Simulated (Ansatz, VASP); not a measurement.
**Two plane-wave programs on MgS**

Contents of INCAR:

```
SYSTEM = MgS
PREC = Accurate
ENCUT = 520
EDIFF = 1E-6
ISMEAR = 0
SIGMA = 0.1
LREAL = .FALSE.
LASPH = .TRUE.
NELM = 100
ALGO = Normal
ISIF = 2
LWAVE = .FALSE.
LCHARG = .FALSE.
GGA = PE
NBANDS = 11
```

KPOINTS

```
Automatic mesh
0
G
  6 6 4
  0 0 0
```

Contents of POSCAR:

```
MgS
1.0
    3.2502651300      0.0000000000      0.0000000000
   -1.6251325600      2.8148121700      0.0000000000
    0.0000000000      0.0000000000      5.0148897600
Mg S
1 1
Direct
    0.0000000000      0.0000000000      0.9907626500
    0.0000000000      0.0000000000      0.5954838200
```

Input for Ansatz:

```yaml
crystal:
  lattice:
    - [3.25026513, 0.0, 0.0]
    - [-1.62513256, 2.81481217, 0.0]
    - [0.0, 0.0, 5.01488976]
  atoms:
    - { symbol: Mg, position: [0.0, 0.0, 0.99076265] }
    - { symbol: S, position: [0.0, 0.0, 0.59548382] }
basis:
  ecutwfc: 420
kpoints:
  mp_grid: { grid: [6, 6, 4] }
hamiltonian:
  xc: pbe
scf:
  occupations: { method: gaussian, width: 0.1 }
  lower_state_search: "off"
output:
  forces: true
  stress: true
  eigenvalues: true
```

Alike in both runs: task single point; functional PBE; k mesh 6 × 6 × 4; occupations gaussian, width 0.1 eV; no spin polarisation.

|  | VASP | Ansatz |
| --- | --- | --- |
| version | VASP 6.6.1 | Ansatz 0.2.0 |
| potentials or method | VASP PAW PBE potentials, release 64 (Mg, S), cutoff 520 eV | scalar-relativistic, plane waves, PAW |
| valence electrons in the cell | 8 | 16 |

|  | VASP | Ansatz | Ansatz less VASP |
| --- | --- | --- | --- |
| gap on the k mesh at the Fermi level (eV) | none | none | - |
| pressure (GPa) | 12.3 | 12.2 | -0.09 |
| traceless stress, the component that is largest in VASP (GPa) | 17.26 | 16.98 | -0.273 |
| rms of the force components (eV/Å) | 3.435 | 3.393 | -0.0422 |

Atom by atom the forces differ by 0.042 eV/Å (rms over components). A gap of «none» marks a metal or a gap that the smearing closes. VASP's potentials hold 8 valence electrons a cell and Ansatz's 16, so a difference there can come from the potentials and not from the codes.

The k mesh is coarse, so the values compare programs but aren't converged.
